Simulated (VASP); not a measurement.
A run of VASP 6.6.1 is set up as follows.

The input INCAR:

```
PREC = Accurate ; ENCUT = 600
EDIFF = 1E-6 ; ISMEAR = 0
SIGMA = 0.05 ; LREAL = F
LASPH = T ; NELM = 200
ALGO = Normal ; ISIF = 2
LWAVE = F ; LCHARG = F
ISPIN = 2 ; MAGMOM = 2.86 0
LORBIT = 11 ; LMAXMIX = 4
LDAU = T ; LDAUTYPE = 2
LDAUL = 2 -1 ; LDAUU = 3.3 0
LDAUJ = 0 0 ; LDAUPRINT = 1
GGA = PE ; NBANDS = 22
GGA_COMPAT = F
```

The input KPOINTS:

```
regular mesh
0
Gamma
  10 10 10
```

File POSCAR:

```
CoO
1.0
    0.0000000000      2.1315016559      2.1315016559
    2.1315016559      0.0000000000      2.1315016559
    2.1315016559      2.1315016559      0.0000000000
Co O
1 1
Direct
    0.0000000000      0.0000000000      0.0000000000
    0.5000000000      0.5000000000      0.5000000000
```

Potentials or basis: VASP PAW PBE potentials, release 64 (Co_sv, O).

Run with:

```sh
$ cat potpaw_PBE.64/Co_sv/POTCAR potpaw_PBE.64/O/POTCAR > POTCAR
$ mpirun -np 1 vasp_std > vasp.out
```

Problem. What does it give for the band gap on the k mesh?

Solution. Zero (filled and empty bands overlap).

Problem. Predict the pressure.

Solution. -2.6 GPa.

Problem. Predict the net moment.

Solution. 3.00 μB per cell.

Eigenvalues of the final occupation matrices:
| site | spin | trace | eigenvalues |
| --- | --- | --- | --- |
| site 1 d | 1 | 4.68 | 0.92 0.92 0.92 0.95 0.95 |
| site 1 d | 2 | 2.01 | 0.10 0.10 0.60 0.60 0.60 |

Caveat: a cell with one magnetic atom can't hold antiferromagnetic order, which such compounds often take. The state reached can hang on the start; a lower one may exist.
